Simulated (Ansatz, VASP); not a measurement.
IrF in VASP and in Ansatz

```
CELL_PARAMETERS angstrom
2.97064 0.00000 0.00000
0.00000 2.97064 0.00000
0.00000 0.00000 2.97064
ATOMIC_POSITIONS crystal
Ir 0.00000 0.00000 0.00000
F 0.50000 0.50000 0.50000
```

Change from the starting cell: species swapped into the NaCl type (Pm-3m, No. 221).

Alike in both runs: functional PBE; k mesh 6 × 6 × 6; occupations gaussian, width 0.1 eV; collinear spin.

Ansatz relaxed the structure, and its values are those at the end. VASP's run is a single point on that final structure, the one shown.

```csv
,VASP,Ansatz
version,VASP 6.6.1,Ansatz 0.2.0
potentials or method,"VASP PAW PBE potentials, release 64 (Ir, F), cutoff 520 eV","scalar-relativistic, plane waves, PAW"
valence electrons in the cell,16,24
```

Ansatz gave:

| Property | Result |
| --- | --- |
| gap on the k mesh at the Fermi level (eV) | none |
| pressure (GPa) | 0.1 |
| net moment per atom (μB) | 1.06 |
| size of the moment on the site where the two differ most (μB) | 1.67 |

What did VASP give for the same quantities?

gap on the k mesh at the Fermi level (eV): none; pressure (GPa): -0.3; net moment per atom (μB): 1.06; size of the moment on the site where the two differ most (μB): 1.84.

Site moments also hang on the region over which each program counts them. A gap of «none» marks a metal or a gap that the smearing closes. The functional is the same, so the differences come from potentials, cutoffs and numerics. VASP's potentials hold 16 valence electrons a cell and Ansatz's 24, so a difference there can come from the potentials and not from the codes.

Neither program's run includes spin-orbit coupling.
